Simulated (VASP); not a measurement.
# Si (a cell with a defect) in VASP: a series of runs

The runs below take Si (a cell with a defect) through single point, with PBEsol.

Everything below comes from runs of VASP 6.6.1. Logs are shortened: lines on timing, memory, paths and dates and some standing lists are left out, and cuts for length are marked.

### 1 The cell of the first run

The cell holds a defect, 15 atoms: a = 7.685 Å, b = 7.685 Å, c = 7.685 Å, α = 60.00°, β = 60.00°, γ = 60.00°.

### 2 Single point, PBEsol

INCAR

```
SYSTEM = Si
ALGO = Normal ; EDIFF = 1E-7
ENCUT = 520 ; GGA = PS
ISIF = 2 ; ISMEAR = 0
LASPH = .TRUE. ; LCHARG = .FALSE.
LREAL = Auto ; LWAVE = .FALSE.
NBANDS = 43 ; NELECT = 62.0
NELM = 80 ; PREC = Accurate
SIGMA = 0.02
```

KPOINTS

```
k-points
0
G
  3 3 3
  0 0 0
```

POSCAR

```
Si
1.0
    0.0000000000      5.4338342048     -5.4338342048
    5.4338342048      5.4338342048      0.0000000000
    5.4338342048      0.0000000000     -5.4338342048
Si
15
Direct
    0.1614846841      0.0155461129      0.1614845001
    0.1355448974      0.6309081895      0.1355448974
    0.6217734794      0.1278811561      0.1285718286
    0.5980020511      0.6309080974      0.1355449895
    0.1285718286      0.1278811561      0.6217734794
    0.1355448974      0.6309080054      0.5980021432
    0.6217734794      0.1278811561      0.6217734794
    0.6223240115      0.6330278714      0.6223240115
    0.2420840332      0.2437863303      0.2420840332
    0.7548514263      0.7487491054      0.2415479476
    0.7720456388      0.2437864223      0.2420839412
    0.2415478556      0.7487491975      0.7548513343
    0.2420839412      0.2437866063      0.7720456388
    0.7548516104      0.7487491054      0.7548514263
    0.7487662204      0.2537014285      0.7487662204
```

Potentials or basis: VASP PAW PBE potentials, release 64 (Si).

The run is started by

```sh
$ cat potpaw_PBE.64/Si/POTCAR > POTCAR
$ mpirun -np 1 vasp_std > vasp.out
```

OUTCAR:

```text
SYSTEM = Si
   EDIFF = 1E-7
   ENCUT = 520
   GGA = PS
   ISIF = 2
   ISMEAR = 0
   LASPH = .TRUE.
   LREAL = Auto
   NELECT = 62.0
   NELM = 80
   PREC = Accurate

 ion  position               nearest neighbor table
   1  0.161  0.016  0.161-  13 2.53  11 2.53   9 2.53
   2  0.136  0.631  0.136-  10 2.40  12 2.40   9 2.45
   3  0.622  0.128  0.129-  10 2.38  15 2.38   9 2.39  11 2.39
   4  0.598  0.631  0.136-  10 2.40  14 2.40  11 2.45
   5  0.129  0.128  0.622-  12 2.38  15 2.38   9 2.39  13 2.39
   6  0.136  0.631  0.598-  14 2.40  12 2.40  13 2.45
   7  0.622  0.128  0.622-  14 2.38  15 2.38  11 2.39  13 2.39
   8  0.622  0.633  0.622-  15 2.38  10 2.39  12 2.39  14 2.39
   9  0.242  0.244  0.242-   3 2.39   5 2.39   2 2.45   1 2.53
  10  0.755  0.749  0.242-   3 2.38   8 2.39   4 2.40   2 2.40
  11  0.772  0.244  0.242-   3 2.39   7 2.39   4 2.45   1 2.53
  12  0.242  0.749  0.755-   5 2.38   8 2.39   6 2.40   2 2.40
  13  0.242  0.244  0.772-   7 2.39   5 2.39   6 2.45   1 2.53
  14  0.755  0.749  0.755-   7 2.38   8 2.39   6 2.40   4 2.40
  15  0.749  0.254  0.749-   8 2.38   5 2.38   3 2.38   7 2.38

  LATTYP: Found a face centered cubic cell.
 ALAT       =    10.8676684096

  Lattice vectors:

 A1 = (   0.0000000000,   5.4338342048,  -5.4338342048)
 A2 = (   5.4338342048,   5.4338342048,   0.0000000000)
 A3 = (   5.4338342048,   0.0000000000,  -5.4338342048)

Analysis of symmetry for initial positions (statically):
=====================================================================
 Subroutine PRICEL returns:
 Original cell was already a primitive cell.

 Routine SETGRP: Setting up the symmetry group for a
 face centered cubic supercell.

 Subroutine GETGRP returns: Found  6 space group operations
 (whereof  2 operations were pure point group operations)
 out of a pool of 48 trial point group operations.

The static configuration has the point symmetry C_1h.
 The point group associated with its full space group is C_3v.

Analysis of symmetry for dynamics (positions and initial velocities):
=====================================================================
 Subroutine PRICEL returns:
 Original cell was already a primitive cell.

 Routine SETGRP: Setting up the symmetry group for a
 face centered cubic supercell.

 Subroutine GETGRP returns: Found  6 space group operations
 (whereof  2 operations were pure point group operations)
 out of a pool of 48 trial point group operations.

The dynamic configuration has the point symmetry C_1h.
 The point group associated with its full space group is C_3v.

 Subroutine INISYM returns: Found  6 space group operations
 (whereof  2 operations are pure point group operations),
 and found     1 'primitive' translations

----------------------------------------------------------------------------------------

                                     Primitive cell

  volume of cell :     320.8848

  direct lattice vectors                    reciprocal lattice vectors
     0.000000000  5.433834205 -5.433834205    -0.092016057  0.092016057 -0.092016057
     5.433834205  5.433834205  0.000000000     0.092016057  0.092016057  0.092016057
     5.433834205  0.000000000 -5.433834205     0.092016057 -0.092016057 -0.092016057

  length of vectors
     7.684602028  7.684602028  7.684602028     0.159376486  0.159376486  0.159376486

  position of ions in fractional coordinates (direct lattice)
     0.161484684  0.015546113  0.161484500
     0.135544897  0.630908189  0.135544897
     0.621773479  0.127881156  0.128571829
     0.598002051  0.630908097  0.135544989
     0.128571829  0.127881156  0.621773479
     0.135544897  0.630908005  0.598002143
     0.621773479  0.127881156  0.621773479
     0.622324011  0.633027871  0.622324011
     0.242084033  0.243786330  0.242084033
     0.754851426  0.748749105  0.241547948
     0.772045639  0.243786422  0.242083941
     0.241547856  0.748749197  0.754851334
     0.242083941  0.243786606  0.772045639
     0.754851610  0.748749105  0.754851426
     0.748766220  0.253701429  0.748766220

  ion indices of the primitive-cell ions
   primitive index   ion index
                 1           1
                 2           2
                 3           3
                 4           4
                 5           5
                 6           6
                 7           7
                 8           8
                 9           9
                10          10
                11          11
                12          12
                13          13
                14          14
                15          15

----------------------------------------------------------------------------------------

 KPOINTS: k-points

Automatic generation of k-mesh.
 Grid dimensions read from file:
 generate k-points for:    3    3    3

 Generating k-lattice:

  Cartesian coordinates                     Fractional coordinates (reciprocal lattice)
    -0.030672019  0.030672019 -0.030672019     0.333333333  0.000000000  0.000000000
     0.030672019  0.030672019  0.030672019     0.000000000  0.333333333  0.000000000
     0.030672019 -0.030672019 -0.030672019     0.000000000  0.000000000  0.333333333

  Length of vectors
     0.053125495  0.053125495  0.053125495

  Shift w.r.t. Gamma in fractional coordinates (k-lattice)
     0.000000000  0.000000000  0.000000000

 Subroutine IBZKPT returns following result:
 ===========================================

 Found      6 irreducible k-points:

 Following reciprocal coordinates:
            Coordinates               Weight
  0.000000  0.000000  0.000000      1.000000
  0.333333  0.000000  0.000000      6.000000
  0.000000  0.333333  0.000000      2.000000
  0.333333  0.333333  0.000000      6.000000
 -0.333333  0.333333  0.000000      6.000000
  0.333333  0.000000 -0.333333      6.000000
   k-points           NKPTS =      6   k-points in BZ     NKDIM =      6   number of bands    NBANDS=     43
   number of dos      NEDOS =    301   number of ions     NIONS =     15
   total plane-waves  NPLWV = 216000
   dimension x,y,z NGX =    60 NGY =   60 NGZ =   60
   dimension x,y,z NGXF=   120 NGYF=  120 NGZF=  120
   ions per type =              15
   NGX,Y,Z   is equivalent  to a cutoff of  12.98, 12.98, 12.98 a.u.
   NGXF,Y,Z  is equivalent  to a cutoff of  25.96, 25.96, 25.96 a.u.
 SYSTEM =  Si
   PREC   = accura    normal or accurate (medium, high low for compatibility)
   ISTART =      0    job   : 0-new  1-cont  2-samecut
   ICHARG =      2    charge: 1-file 2-atom 10-const
   ISPIN  =      1    spin polarized calculation?
   LNONCOLLINEAR =      F non collinear calculations
   LSORBIT =      F    spin-orbit coupling
   LASPH  =      T    aspherical Exc in radial PAW
   ENCUT  =  520.0 eV  38.22 Ry    6.18 a.u.  14.29 14.29 14.29*2*pi/ulx,y,z
   NELM   =     80;   NELMIN=  2; NELMDL= -5     # of ELM steps
   EDIFF  = 0.1E-06   stopping-criterion for ELM
   LREAL  =      T    real-space projection
   EDIFFG = 0.1E-05   stopping-criterion for IOM
   NSW    =      0    number of steps for IOM
   IBRION =     -1    ionic relax: 0-MD 1-quasi-New 2-CG
   NFREE  =      0    steps in history (QN), initial steepest desc. (CG)
   ISIF   =      2    stress and relaxation
   ISYM   =      2    0-nonsym 1-usesym 2-fastsym
   POTIM  = 0.5000    time-step for ionic-motion
   TEBEG  =    0.0;   TEEND  =   0.0 temperature during run
   PSTRESS=    0.0 pullay stress
   NELECT =      62.0000    total number of electrons
   NUPDOWN=      -1.0000    fix difference up-down
   EMIN   =  10.00;   EMAX   =-10.00  energy-range for DOS
   EFERMI =   0.00;   METHOD = LEGACY
   ISMEAR =     0;   SIGMA  =   0.02  broadening in eV -4-tet -1-fermi 0-gaus
   EFERMI_NEDOS =   21; number of points for ismear=-14 and -15
   IALGO  =     38    algorithm
   IMIX   =      4    mixing-type and parameters
     AMIX     =   0.40;   BMIX     =  1.00
     AMIX_MAG =   1.60;   BMIX_MAG =  1.00
  volume/ion in A,a.u.               =      21.39       144.36
  Fermi-wavevector in a.u.,A,eV,Ry     =   0.946431  1.788495 12.187172  0.895732
  Thomas-Fermi vector in A             =   2.074428
   LORBIT       =      0    0 simple, 1 ext, 2 COOP (PROOUT), +10 PAW based schemes
   GGA     = PS    functional components
   LHFCALC =     F    Hartree Fock is set to
   AEXX    =    0.0000 exact exchange contribution
   IVDW    =     0    specifies the selected vdW correction
   LEPSILON=     F    determine dielectric tensor
   LRPA    =     F    only Hartree local field effects (RPA)
 non-spin polarized calculation
 Gauss-broadening in eV      SIGMA  =   0.02
  energy-cutoff  :      520.00
  volume of cell :      320.88
 maximum number of plane-waves:      8657
 NGX is ok and might be reduce to    60
   NGX = 29   NGY = 29   NGZ = 29

 number of electron      62.0000000 magnetization

 Free energy of the ion-electron system (eV)
  ---------------------------------------------------
  ext. energy  EPLUGINS =         0.00000000
  ---------------------------------------------------
  free energy    TOTEN  =       -72.00401012 eV

  energy without entropy =      -72.00162836  energy(sigma->0) =      -72.00281924

 E-fermi :   5.7582     XC(G=0):  -9.4887

 val. band max:        5.6816213965   @ k =   0.3333   0.3333   0.0000
 cond. band min:       5.7645684537   @ k =  -0.3333   0.3333   0.0000
 fundamental gap:      0.0829470572
 Fermi energy:         5.7581632364

 k-point     1 :       0.0000    0.0000    0.0000
  band No.  band energies     occupation
      1      -6.5092      2.00000
      2      -4.2511      2.00000
      3      -4.2511      2.00000
      4      -4.1866      2.00000
      5      -3.7469      2.00000
      6      -2.4837      2.00000
[... 265 lines left out ...]
     42       8.9064      0.00000
     43       8.9282      0.00000

------------------------ aborting loop because EDIFF is reached ----------------------------------------

  FORCE on cell =-STRESS in cart. coord.  units (eV):
  Direction    XX          YY          ZZ          XY          YZ          ZX
  --------------------------------------------------------------------------------------
  -------------------------------------------------------------------------------------
  Total        7.9821418      7.9821418      7.9821418     -1.1189580     -1.1189580     -1.1189580
  in kB       39.8548220     39.8548220     39.8548220     -5.5869557     -5.5869557     -5.5869557
  external PRESSURE =      39.8548220 kB  Pullay stress =       0.0000000 kB

 VOLUME and BASIS-vectors are now :
 -----------------------------------------------------------------------------
  energy-cutoff  :      520.00
  volume of cell :      320.88
      direct lattice vectors                 reciprocal lattice vectors
     0.000000000  5.433834205 -5.433834205    -0.092016057  0.092016057 -0.092016057
     5.433834205  5.433834205  0.000000000     0.092016057  0.092016057  0.092016057
     5.433834205  0.000000000 -5.433834205     0.092016057 -0.092016057 -0.092016057

 POSITION                                       TOTAL-FORCE (eV/Angst)
 -----------------------------------------------------------------------------------
      0.96196      0.96196     -1.75496         0.252427      0.252427      0.252427
      4.16478      4.16478     -1.47306        -0.018781     -0.018781     -0.063008
      1.39352      4.07350     -4.07725        -0.037355     -0.013320     -0.013320
      4.16478      6.67769     -3.98597        -0.018781     -0.063008     -0.018781
      4.07350      1.39352     -4.07725        -0.013320     -0.037355     -0.013320
      6.67769      4.16478     -3.98597        -0.063008     -0.018781     -0.018781
      4.07350      4.07350     -6.75723        -0.013320     -0.013320     -0.037355
      6.82137      6.82137     -6.76321         0.000477      0.000477      0.000477
      2.64014      2.64014     -2.63089         0.001230      0.001230     -0.029997
      5.38111      8.17032     -5.41427        -0.027477     -0.016090     -0.016090
      2.64014      5.51986     -5.51061         0.001230     -0.029997      0.001230
      8.17032      5.38111     -5.41427        -0.016090     -0.027477     -0.016090
      5.51986      2.64014     -5.51061        -0.029997      0.001230      0.001230
      8.17032      8.17032     -8.20348        -0.016090     -0.016090     -0.027477
      5.44724      5.44724     -8.13734        -0.001148     -0.001148     -0.001148
 -----------------------------------------------------------------------------------
    total drift:                               -0.000598     -0.000630     -0.000384

  FREE ENERGIE OF THE ION-ELECTRON SYSTEM (eV)
  ---------------------------------------------------
  free  energy   TOTEN  =       -72.0040101235 eV

  energy  without entropy=      -72.0016283626  energy(sigma->0) =      -72.00281924
```

Run time: 2.6 min. Hardware: 1 thread of Intel Xeon Platinum 8488C (Sapphire Rapids), shared host; peak memory 0.44 GiB.

Results:

* Free energy: -72.0040 eV
* Largest force: 0.437 eV/Å

Forces in eV/Å, atoms in the order of the input:
```
Si   0.252  0.252  0.252
Si  -0.019 -0.019 -0.063
Si  -0.037 -0.013 -0.013
Si  -0.019 -0.063 -0.019
Si  -0.013 -0.037 -0.013
Si  -0.063 -0.019 -0.019
Si  -0.013 -0.013 -0.037
Si   0.000  0.000  0.000
Si   0.001  0.001 -0.030
Si  -0.027 -0.016 -0.016
Si   0.001 -0.030  0.001
Si  -0.016 -0.027 -0.016
Si  -0.030  0.001  0.001
Si  -0.016 -0.016 -0.027
Si  -0.001 -0.001 -0.001
```

Levels at points of the mesh, in eV from the Fermi level:
```tsv
k point	band 29	band 30	band 31	band 32	band 33	band 34
(0.00, 0.00, 0.00)	-0.88	-0.08	-0.08	0.03	0.03	0.20
```

Caveat: the cell carries a net charge on a neutralising background, which shifts energy and pressure; the cell is charged against a uniform background, so pressure and absolute levels hang on convention; the PAW data sets were made with another functional, which shifts forces and pressure a little.

### 3 Single point, PBEsol

INCAR

```
ALGO     = Normal         # electronic algorithm
EDIFF    = 1E-6           # SCF threshold, eV
ENCUT    = 520            # plane-wave cutoff, eV
GGA      = PS             # functional
ISIF     = 2              # what is computed and relaxed
ISMEAR   = 0              # smearing method
LASPH    = True           # aspherical terms in the spheres
LCHARG   = True           # write CHGCAR
LELF     = True           # ELF
LREAL    = Auto         
LVHAR    = True         
LWAVE    = False          # write WAVECAR
NBANDS   = 43             # bands
NELECT   = 62.0         
NELM     = 60             # most SCF steps
PREC     = Accurate       # precision mode
SIGMA    = 0.02           # smearing width, eV
```

KPOINTS

```
k-points
0
Gamma
  3 3 3
```

POSCAR

```
Si
1.0
    0.0000000000      5.4338342048     -5.4338342048
    5.4338342048      5.4338342048      0.0000000000
    5.4338342048      0.0000000000     -5.4338342048
Si
15
Direct
    0.2135153478     -0.1405462462      0.2135155318
    0.1329159987      0.6312136828      0.1329159987
    0.6201484758      0.1262508156      0.1334521762
    0.6029543553      0.6312135908      0.1329160907
    0.1334520842      0.1262509076      0.6201485678
    0.1329159987      0.6312134987      0.6029544474
    0.6201484758      0.1262508156      0.6201484758
    0.6262337737      0.6212985845      0.6262337737
    0.2394550424      0.2440919156      0.2394550424
    0.7532266068      0.7471187649      0.2464281113
    0.7769979430      0.2440919156      0.2394550424
    0.2464281113      0.7471187649      0.7532266068
    0.2394550424      0.2440919156      0.7769979430
    0.7532265148      0.7471188570      0.7532265148
    0.7526759827      0.2419721417      0.7526759827
```

Potentials or basis: VASP PAW PBE potentials, release 64 (Si).

The run is started by

```sh
$ cat potpaw_PBE.64/Si/POTCAR > POTCAR
$ mpirun -np 1 vasp_std > vasp.out
```

It took 2.4 min on 1 thread of Intel Xeon Platinum 8488C (Sapphire Rapids), shared host; peak memory 0.44 GiB.

Results (log left out):

* Free energy: -72.0039 eV
* Largest force: 0.438 eV/Å

Forces in eV/Å, atoms in the order of the input:
```
Si  -0.253 -0.253 -0.253
Si   0.000  0.000  0.031
Si   0.026  0.015  0.015
Si   0.000  0.031  0.000
Si   0.015  0.026  0.015
Si   0.031  0.000  0.000
Si   0.015  0.015  0.026
Si   0.001  0.001  0.001
Si   0.019  0.019  0.067
Si   0.036  0.014  0.014
Si   0.019  0.067  0.019
Si   0.014  0.036  0.014
Si   0.067  0.019  0.019
Si   0.014  0.014  0.036
Si  -0.002 -0.002 -0.002
```

Levels at points of the mesh, in eV from the Fermi level:
| k point | band 28 | band 29 | band 30 | band 31 | band 32 | band 33 | band 34 | band 35 |
| --- | --- | --- | --- | --- | --- | --- | --- | --- |
| (0.00, 0.00, 0.00) | -0.91 | -0.88 | -0.08 | -0.08 | 0.03 | 0.03 | 0.20 | 0.28 |

Caveat: the cell carries a net charge on a neutralising background, which shifts energy and pressure; the cell is charged against a uniform background, so pressure and absolute levels hang on convention; the PAW data sets were made with another functional, which shifts forces and pressure a little.
